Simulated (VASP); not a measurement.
# Hf3Si2F (P-6m2) in VASP: further runs

Runs on Hf3Si2F. Level: PBE. Tasks: single point, relaxation of cell and atoms.

Everything below comes from runs of VASP 6.6.1. Logs are shortened: lines on timing, memory, paths and dates and some standing lists are left out, and cuts for length are marked.

### 1 The cell of the first run

It takes space group P-6m2 (No. 187, hexagonal). Conventional cell: a = 4.551 Å, b = 4.551 Å, c = 5.779 Å, α = 90.00°, β = 90.00°, γ = 120.00°. Within 3.5 Å of Hf (site symmetry -6m2) lie 3 Hf at 2.63 Å and 2 F at 2.89 Å and 6 Si at 2.92 Å. Within 3.5 Å of Hf (site symmetry -6m2) lie 3 F at 2.63 Å and 2 Hf at 2.89 Å and 6 Si at 3.09 Å. Hf (site symmetry -6m2) has 5 Hf at 2.63 to 2.89 Å and 6 Si at 2.92 Å within 3.5 Å. Within 3.3 Å of Si (site symmetry 3m) lie 2 Si at 2.53 to 3.25 Å and 9 Hf at 2.92 to 3.09 Å and 3 F at 3.09 Å. F (site symmetry -6m2) has 5 Hf at 2.63 to 2.89 Å and 6 Si at 3.09 Å within 3.5 Å.

### 2 Single point, PBE

The input, INCAR:

```
PREC     = Accurate       # precision mode
ENCUT    = 520            # plane-wave cutoff, eV
EDIFF    = 1E-7           # SCF threshold, eV
ISMEAR   = 0              # smearing method
SIGMA    = 0.1            # smearing width, eV
LREAL    = False          # projectors in reciprocal space
LASPH    = True           # aspherical terms in the spheres
NELM     = 60             # most SCF steps
ALGO     = Normal         # electronic algorithm
ISIF     = 2              # what is computed and relaxed
LWAVE    = False          # write WAVECAR
LCHARG   = True           # write CHGCAR
GGA      = PE             # functional
LELF     = True           # ELF
LVHAR    = True         
NBANDS   = 32             # bands
```

The input, KPOINTS:

```
regular mesh
0
Gamma
  6 6 4
```

The input, POSCAR:

```
Hf3Si2F
1.0
    4.5514847756      0.0000000000      0.0000000000
   -2.2757423878      3.9417014406      0.0000000000
    0.0000000000      0.0000000000      5.7792232449
Hf Si F
3 2 1
Direct
    0.0000000000      0.0000000000      0.5000000000
    0.3333333333      0.6666666667      0.0000000000
    0.3333333333      0.6666666667      0.5000000000
    0.6666666667      0.3333333333      0.2810799734
    0.6666666667      0.3333333333      0.7189200266
    0.0000000000      0.0000000000      0.0000000000
```

Potentials or basis: VASP PAW PBE potentials, release 64 (Hf_pv, Si, F).

Launch:

```
$ cat potpaw_PBE.64/Hf_pv/POTCAR potpaw_PBE.64/Si/POTCAR potpaw_PBE.64/F/POTCAR > POTCAR
$ mpirun -np 1 vasp_std > vasp.out
```

OUTCAR:

```text
PREC = Accurate
   ENCUT = 520
   EDIFF = 1E-7
   ISMEAR = 0
   LREAL = False
   LASPH = True
   NELM = 60
   ISIF = 2
   GGA = PE

 ion  position               nearest neighbor table
   1  0.000  0.000  0.500-   3 2.63   3 2.63   3 2.63   5 2.92   4 2.92   5 2.92   4 2.92   5 2.92
                             4 2.92
   2  0.333  0.667  0.000-   6 2.63   6 2.63   6 2.63   3 2.89   3 2.89   4 3.09   5 3.09   4 3.09
                             5 3.09   5 3.09   4 3.09
   3  0.333  0.667  0.500-   1 2.63   1 2.63   1 2.63   2 2.89   2 2.89   4 2.92   5 2.92   4 2.92
                             5 2.92   4 2.92   5 2.92
   4  0.667  0.333  0.281-   5 2.53   3 2.92   3 2.92   1 2.92   1 2.92   1 2.92   3 2.92   2 3.09
                             2 3.09   2 3.09
   5  0.667  0.333  0.719-   4 2.53   3 2.92   3 2.92   1 2.92   1 2.92   1 2.92   3 2.92   2 3.09
                             2 3.09   2 3.09
   6  0.000  0.000  0.000-   2 2.63   2 2.63   2 2.63

  LATTYP: Found a hexagonal cell.
 ALAT       =     4.5514847756
 C/A-ratio  =     1.2697446064

  Lattice vectors:

 A1 = (   4.5514847756,   0.0000000000,   0.0000000000)
 A2 = (  -2.2757423878,   3.9417014406,   0.0000000000)
 A3 = (   0.0000000000,   0.0000000000,   5.7792232449)

Analysis of symmetry for initial positions (statically):
=====================================================================
 Subroutine PRICEL returns:
 Original cell was already a primitive cell.

 Routine SETGRP: Setting up the symmetry group for a
 hexagonal supercell.

 Subroutine GETGRP returns: Found 12 space group operations
 (whereof 12 operations were pure point group operations)
 out of a pool of 24 trial point group operations.

The static configuration has the point symmetry D_3h.

Analysis of symmetry for dynamics (positions and initial velocities):
=====================================================================
 Subroutine PRICEL returns:
 Original cell was already a primitive cell.

 Routine SETGRP: Setting up the symmetry group for a
 hexagonal supercell.

 Subroutine GETGRP returns: Found 12 space group operations
 (whereof 12 operations were pure point group operations)
 out of a pool of 24 trial point group operations.

The dynamic configuration has the point symmetry D_3h.

 Subroutine INISYM returns: Found 12 space group operations
 (whereof 12 operations are pure point group operations),
 and found     1 'primitive' translations

----------------------------------------------------------------------------------------

                                     Primitive cell

  volume of cell :     103.6827

  direct lattice vectors                    reciprocal lattice vectors
     4.551484776  0.000000000  0.000000000     0.219708524  0.126848775  0.000000000
    -2.275742388  3.941701441  0.000000000     0.000000000  0.253697550  0.000000000
     0.000000000  0.000000000  5.779223245     0.000000000  0.000000000  0.173033634

  length of vectors
     4.551484776  4.551484776  5.779223245     0.253697550  0.253697550  0.173033634

  position of ions in fractional coordinates (direct lattice)
     0.000000000  0.000000000  0.500000000
     0.333333333  0.666666667  0.000000000
     0.333333333  0.666666667  0.500000000
     0.666666667  0.333333333  0.281079973
     0.666666667  0.333333333  0.718920027
     0.000000000  0.000000000  0.000000000

  ion indices of the primitive-cell ions
   primitive index   ion index
                 1           1
                 2           2
                 3           3
                 4           4
                 5           5
                 6           6

----------------------------------------------------------------------------------------

 KPOINTS: regular mesh

Automatic generation of k-mesh.
 Grid dimensions read from file:
 generate k-points for:    6    6    4

 Generating k-lattice:

  Cartesian coordinates                     Fractional coordinates (reciprocal lattice)
     0.036618087  0.021141463  0.000000000     0.166666667  0.000000000  0.000000000
     0.000000000  0.042282925  0.000000000     0.000000000  0.166666667  0.000000000
     0.000000000  0.000000000  0.043258409     0.000000000  0.000000000  0.250000000

  Length of vectors
     0.042282925  0.042282925  0.043258409

  Shift w.r.t. Gamma in fractional coordinates (k-lattice)
     0.000000000  0.000000000  0.000000000

 Subroutine IBZKPT returns following result:
 ===========================================

 Found     21 irreducible k-points:

 Following reciprocal coordinates:
            Coordinates               Weight
  0.000000  0.000000  0.000000      1.000000
  0.166667 -0.000000  0.000000      6.000000
  0.333333  0.000000  0.000000      6.000000
  0.500000  0.000000  0.000000      3.000000
  0.166667  0.166667  0.000000      6.000000
  0.333333  0.166667  0.000000     12.000000
[... 13 lines left out ...]
  0.333333  0.166667  0.500000     12.000000
  0.333333  0.333333  0.500000      2.000000
   k-points           NKPTS =     21   k-points in BZ     NKDIM =     21   number of bands    NBANDS=     32
   number of dos      NEDOS =    301   number of ions     NIONS =      6
   total plane-waves  NPLWV =  62208
   dimension x,y,z NGX =    36 NGY =   36 NGZ =   48
   dimension x,y,z NGXF=    72 NGYF=   72 NGZF=   96
   ions per type =               3   2   1
   NGX,Y,Z   is equivalent  to a cutoff of  13.15, 13.15, 13.81 a.u.
   NGXF,Y,Z  is equivalent  to a cutoff of  26.30, 26.30, 27.62 a.u.
 SYSTEM =  unknown system
   PREC   = accura    normal or accurate (medium, high low for compatibility)
   ISTART =      0    job   : 0-new  1-cont  2-samecut
   ICHARG =      2    charge: 1-file 2-atom 10-const
   ISPIN  =      1    spin polarized calculation?
   LNONCOLLINEAR =      F non collinear calculations
   LSORBIT =      F    spin-orbit coupling
   LASPH  =      T    aspherical Exc in radial PAW
   ENCUT  =  520.0 eV  38.22 Ry    6.18 a.u.   8.46  8.46 10.75*2*pi/ulx,y,z
   NELM   =     60;   NELMIN=  2; NELMDL= -5     # of ELM steps
   EDIFF  = 0.1E-06   stopping-criterion for ELM
   LREAL  =      F    real-space projection
   EDIFFG = 0.1E-05   stopping-criterion for IOM
   NSW    =      0    number of steps for IOM
   IBRION =     -1    ionic relax: 0-MD 1-quasi-New 2-CG
   NFREE  =      0    steps in history (QN), initial steepest desc. (CG)
   ISIF   =      2    stress and relaxation
   ISYM   =      2    0-nonsym 1-usesym 2-fastsym
   POTIM  = 0.5000    time-step for ionic-motion
   TEBEG  =    0.0;   TEEND  =   0.0 temperature during run
   PSTRESS=    0.0 pullay stress
   NELECT =      45.0000    total number of electrons
   NUPDOWN=      -1.0000    fix difference up-down
   EMIN   =  10.00;   EMAX   =-10.00  energy-range for DOS
   EFERMI =   0.00;   METHOD = LEGACY
   ISMEAR =     0;   SIGMA  =   0.10  broadening in eV -4-tet -1-fermi 0-gaus
   EFERMI_NEDOS =   21; number of points for ismear=-14 and -15
   IALGO  =     38    algorithm
   IMIX   =      4    mixing-type and parameters
     AMIX     =   0.40;   BMIX     =  1.00
     AMIX_MAG =   1.60;   BMIX_MAG =  1.00
  volume/ion in A,a.u.               =      17.28       116.61
  Fermi-wavevector in a.u.,A,eV,Ry     =   1.239492  2.342299 20.903165  1.536339
  Thomas-Fermi vector in A             =   2.373972
   LORBIT       =      0    0 simple, 1 ext, 2 COOP (PROOUT), +10 PAW based schemes
   GGA     = PE    functional components
   LHFCALC =     F    Hartree Fock is set to
   AEXX    =    0.0000 exact exchange contribution
   IVDW    =     0    specifies the selected vdW correction
   LEPSILON=     F    determine dielectric tensor
   LRPA    =     F    only Hartree local field effects (RPA)
 non-spin polarized calculation
 Gauss-broadening in eV      SIGMA  =   0.10
  energy-cutoff  :      520.00
  volume of cell :      103.68
 maximum number of plane-waves:      2817
 NGX is ok and might be reduce to    36
   NGX = 17   NGY = 17   NGZ = 21

 number of electron      45.0000000 magnetization

 Free energy of the ion-electron system (eV)
  ---------------------------------------------------
  ext. energy  EPLUGINS =         0.00000000
  ---------------------------------------------------
  free energy    TOTEN  =       -44.95193829 eV

  energy without entropy =      -44.92535343  energy(sigma->0) =      -44.93864586

 E-fermi :   6.2691     XC(G=0): -11.1719

 val. band max:        6.2589531680   @ k =   0.1667  -0.0000   0.5000
 cond. band min:       6.2819488871   @ k =   0.3333   0.3333   0.0000
 fundamental gap:      0.0229957190
 Fermi energy:         6.2690806086

 k-point     1 :       0.0000    0.0000    0.0000
  band No.  band energies     occupation
      1     -25.7378      2.00000
      2     -25.7378      2.00000
      3     -25.5569      2.00000
      4     -24.9428      2.00000
      5     -24.9428      2.00000
      6     -24.6390      2.00000
[... 24 lines left out ...]
     31      10.0527      0.00000
     32      11.1576      0.00000

 k-point     2 :       0.1667   -0.0000    0.0000
  band No.  band energies     occupation
      1     -25.7428      2.00000
      2     -25.7388      2.00000
      3     -25.5549      2.00000
      4     -24.9737      2.00000
      5     -24.8902      2.00000
      6     -24.6338      2.00000
[... 24 lines left out ...]
     31      10.0520      0.00000
     32      10.5737      0.00000
[... 628 lines left out ...]
     31       9.4336      0.00000
     32       9.6491      0.00000

 k-point    21 :       0.3333    0.3333    0.5000
  band No.  band energies     occupation
      1     -25.7541      2.00000
      2     -25.7444      2.00000
      3     -25.4475      2.00000
      4     -25.1300      2.00000
      5     -24.6165      2.00000
      6     -24.5364      2.00000
[... 24 lines left out ...]
     31       9.3584      0.00000
     32       9.4927      0.00000

------------------------ aborting loop because EDIFF is reached ----------------------------------------

  FORCE on cell =-STRESS in cart. coord.  units (eV):
  Direction    XX          YY          ZZ          XY          YZ          ZX
  --------------------------------------------------------------------------------------
  -------------------------------------------------------------------------------------
  Total       -0.3689358     -0.3689358     -0.4508407      0.0000000     -0.0000000      0.0000000
  in kB       -5.7010527     -5.7010527     -6.9667049      0.0000000     -0.0000000      0.0000000
  external PRESSURE =      -6.1229367 kB  Pullay stress =       0.0000000 kB

 VOLUME and BASIS-vectors are now :
 -----------------------------------------------------------------------------
  energy-cutoff  :      520.00
  volume of cell :      103.68
      direct lattice vectors                 reciprocal lattice vectors
     4.551484776  0.000000000  0.000000000     0.219708524  0.126848775  0.000000000
    -2.275742388  3.941701441  0.000000000     0.000000000  0.253697550  0.000000000
     0.000000000  0.000000000  5.779223245     0.000000000  0.000000000  0.173033634

 POSITION                                       TOTAL-FORCE (eV/Angst)
 -----------------------------------------------------------------------------------
      0.00000      0.00000      2.88961        -0.000000     -0.000000      0.000000
     -0.00000      2.62780      0.00000        -0.000000      0.000000      0.000000
     -0.00000      2.62780      2.88961         0.000000     -0.000000      0.000000
      2.27574      1.31390      1.62442        -0.000000      0.000000      0.015745
      2.27574      1.31390      4.15480        -0.000000      0.000000     -0.015745
      0.00000      0.00000      0.00000        -0.000000      0.000000      0.000000
 -----------------------------------------------------------------------------------
    total drift:                                0.000000     -0.000000     -0.000000

  FREE ENERGIE OF THE ION-ELECTRON SYSTEM (eV)
  ---------------------------------------------------
  free  energy   TOTEN  =       -44.9519382913 eV

  energy  without entropy=      -44.9253534269  energy(sigma->0) =      -44.93864586
```

Run time: 2 min. Hardware: 1 thread of Intel Xeon Platinum 8488C (Sapphire Rapids), shared host; peak memory 0.27 GiB.

Results:

| Property | Result |
| --- | --- |
| Free energy | -44.9519 eV |
| Pressure | -0.6 GPa |
| Largest force | 0.016 eV/Å |

Forces on the atoms (eV/Å):
```
Hf   0.000  0.000  0.000
Hf   0.000  0.000  0.000
Hf   0.000  0.000  0.000
Si   0.000  0.000  0.016
Si   0.000  0.000 -0.016
F    0.000  0.000  0.000
```

Caveat: spin-orbit coupling is left out, which moves the levels of the heavy elements; an odd number of electrons without spin polarisation forces a metal; a magnetic or distorted state may lie lower.

### 3 Relaxation of cell and atoms, PBE

This run uses another cell than the first one, of 19.51 Å³/atom, 1.129 times its volume.

The input, INCAR:

```
PREC     = Accurate       # precision mode
ENCUT    = 600            # plane-wave cutoff, eV
EDIFF    = 1E-7           # SCF threshold, eV
ISMEAR   = 0              # smearing method
SIGMA    = 0.1            # smearing width, eV
LREAL    = F              # projectors in reciprocal space
LASPH    = T              # aspherical terms in the spheres
NELM     = 100            # most SCF steps
ALGO     = Normal         # electronic algorithm
ISIF     = 3              # what is computed and relaxed
LWAVE    = F              # write WAVECAR
LCHARG   = F              # write CHGCAR
GGA      = PE             # functional
IBRION   = 2              # ionic algorithm
NSW      = 90             # ionic steps
EDIFFG   = -0.04          # ionic threshold
```

The input, KPOINTS:

```
regular mesh
0
Gamma
  6 6 2
```

The input, POSCAR:

```
Hf3Si2F
1.0
    4.0611062900      0.0000000000      0.0000000000
   -2.0305531400      3.5170212100      0.0000000000
    0.0000000000      0.0000000000      8.1969617400
Hf Si F
3 2 1
Direct
    0.0000000000      0.0000000000      0.5000000000
    0.3333333300      0.6666666700      0.0000000000
    0.3333333300      0.6666666700      0.5000000000
    0.6666666700      0.3333333300      0.2494100000
    0.6666666700      0.3333333300      0.7505900000
    0.0000000000      0.0000000000      0.0000000000
```

Potentials or basis: VASP PAW PBE potentials, release 64 (Hf_pv, Si, F).

Launch:

```
$ cat potpaw_PBE.64/Hf_pv/POTCAR potpaw_PBE.64/Si/POTCAR potpaw_PBE.64/F/POTCAR > POTCAR
$ mpirun -np 1 vasp_std > vasp.out
```

Run time: 11 min. Hardware: 1 thread of Intel Xeon Platinum 8488C (Sapphire Rapids), shared host; peak memory 0.3 GiB.

The run converged. Its results:

```yaml
Free_energy: -44.9656 eV
Relaxed_volume: 17.15 Å³/atom
Relaxed_cell: a = 4.493 Å, b = 4.493 Å, c = 5.886 Å, α = 90.00°, β = 90.00°, γ = 120.00°
Space_group_after_relaxing_to_0.05_Å: P-6m2 (No. 187)
Energy_gained_by_relaxing: 747.2 meV/atom
Ionic_steps: 11
Pressure_after_relaxing: 0.2 GPa
Largest_force_after_relaxing: 0.037 eV/Å
```

Forces in eV/Å, atoms in the order of the input:
```
Hf   0.000  0.000  0.000
Hf   0.000  0.000  0.000
Hf   0.000  0.000  0.000
Si   0.000  0.000 -0.037
Si   0.000  0.000  0.037
F    0.000  0.000  0.000
```

Step by step:
| step | energy change (eV) | largest force (eV/Å) | pressure (GPa) | volume (Å³) |
| --- | --- | --- | --- | --- |
| 1 | 0.0000 | 1.7206 | -0.27 | 117.08 |
| 2 | -2.8585 | 1.3078 | -5.91 | 114.77 |
| 3 | -4.2948 | 0.6812 | -6.44 | 108.92 |
| 4 | -4.2480 | 0.3167 | 9.26 | 95.64 |
| 5 | -4.4489 | 0.3331 | -0.13 | 102.39 |
| 6 | -4.4490 | 0.3237 | 0.02 | 102.26 |
| 7 | -4.4736 | 0.2396 | 0.28 | 102.33 |
| 8 | -4.4786 | 0.1675 | 0.50 | 102.36 |
| 9 | -4.4822 | 0.0782 | -0.42 | 103.34 |
| 10 | -4.4822 | 0.0823 | -0.38 | 103.29 |
| 11 | -4.4831 | 0.0369 | 0.15 | 102.91 |

Final structure:
```
Hf Si F
1.0
     4.49342    0.00000    0.00000
    -2.24671    3.89142    0.00000
     0.00000    0.00000    5.88558
Hf Si F
3 2 1
Direct
  0.00000 0.00000 0.50000
  0.33333 0.66667 0.00000
  0.33333 0.66667 0.50000
  0.66667 0.33333 0.28374
  0.66667 0.33333 0.71626
  0.00000 0.00000 0.00000
```

Levels at points of the mesh, in eV from the Fermi level:
```
           k point  band 20  band 21  band 22  band 23  band 24  band 25  band 26  band 27
(0.00, 0.00, 0.00)    -2.00    -2.00    -0.66    -0.66     1.22     1.22     1.59     1.59
(0.50, 0.00, 0.00)    -2.31    -1.72    -1.06     0.31     0.40     1.75     1.84     2.07
(0.00, 0.00, 0.50)    -1.29    -0.75    -0.75    -0.62     0.19     0.19     1.23     1.82
(0.50, 0.00, 0.50)    -2.38    -1.15    -0.78    -0.58     0.35     1.17     1.44     2.20
```

Caveat: the k points lie up to 0.53 Å⁻¹ apart in the final cell; spin-orbit coupling is left out, which moves the levels of the heavy elements; an odd number of electrons without spin polarisation forces a metal; a magnetic or distorted state may lie lower.
